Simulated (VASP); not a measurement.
Set up this calculation in VASP 6.6.1, as the native input.

| Property | Result |
| --- | --- |
| Task | single point |
| Functional | r2SCAN |
| Potentials or basis | VASP PAW PBE potentials, release 64 (W_sv) |
| Cutoff | 550 eV |
| k mesh | 16 × 16 × 12 |
| Occupations | gaussian, width 0.15 eV |
| Spin | no spin polarisation |
| Dipole correction | no |
| Further INCAR settings | ALGO = Normal; EDIFF = 1e-06; NBANDS = 21 |

The system is W.

```xyz
2
Lattice="0.0000 -2.0300 -2.0300 0.0000 2.0300 -2.0300 4.0600 0.0000 0.0000" Properties=species:S:1:pos:R:3 pbc="T T T"
W     2.0300   -0.0884   -2.1184
W     0.0000    0.0884    0.0884
```

This cell differs from its parent crystal: atoms displaced along a vibrational mode.

These files were run (other wordings do the same):

POSCAR

```
W
1.0
    0.0000000000     -2.0300000000     -2.0300000000
    0.0000000000      2.0300000000     -2.0300000000
    4.0600000000      0.0000000000      0.0000000000
W
2
Direct
    0.5435410580      0.5000000000      0.5000000000
   -0.0435410580      0.0000000000      0.0000000000
```

INCAR.step1

```
SYSTEM = W
PREC = Accurate
ENCUT = 550
ISMEAR = 0
SIGMA = 0.15
LREAL = .FALSE.
LASPH = .TRUE.
NELM = 120
NBANDS = 21
GGA = PE
ALGO = Normal
EDIFF = 1E-5
LWAVE = .TRUE.
LCHARG = .FALSE.
GGA_COMPAT = .FALSE.
```

INCAR.step2

```
SYSTEM = W
PREC = Accurate
ENCUT = 550
EDIFF = 1E-6
ISMEAR = 0
SIGMA = 0.15
LREAL = .FALSE.
LASPH = .TRUE.
NELM = 120
ALGO = Normal
ISIF = 2
LWAVE = .FALSE.
LCHARG = .FALSE.
METAGGA = R2SCAN
LMIXTAU = .TRUE.
NBANDS = 21
ISTART = 1
GGA_COMPAT = .FALSE.
```

KPOINTS

```
Automatic mesh
0
G
  16 16 12
  0 0 0
```

Potentials or basis: VASP PAW PBE potentials, release 64 (W_sv).

Command:

```console
$ cat potpaw_PBE.64/W_sv/POTCAR > POTCAR
$ cp INCAR.step1 INCAR
$ mpirun -np 1 vasp_std > vasp.out
$ cp INCAR.step2 INCAR
$ mpirun -np 1 vasp_std > vasp.out
```

It gave:

```
Pressure               : -4.8 GPa
Largest force          : 0.569 eV/Å
Band gap on the k mesh : zero (bands 14 and 15 overlap by 2.92 eV)
```

Caveat: the cell differs from its parent crystal (atoms displaced along a vibrational mode); the cell stands under tension; the PAW data sets were made with another functional, which shifts forces and pressure a little; spin-orbit coupling is left out, which moves the levels of the heavy elements.

Wall time 4.8 min on 1 thread of Intel(R) Xeon(R) 6975P-C (Granite Rapids) (shared host), peak memory 0.43 GiB.
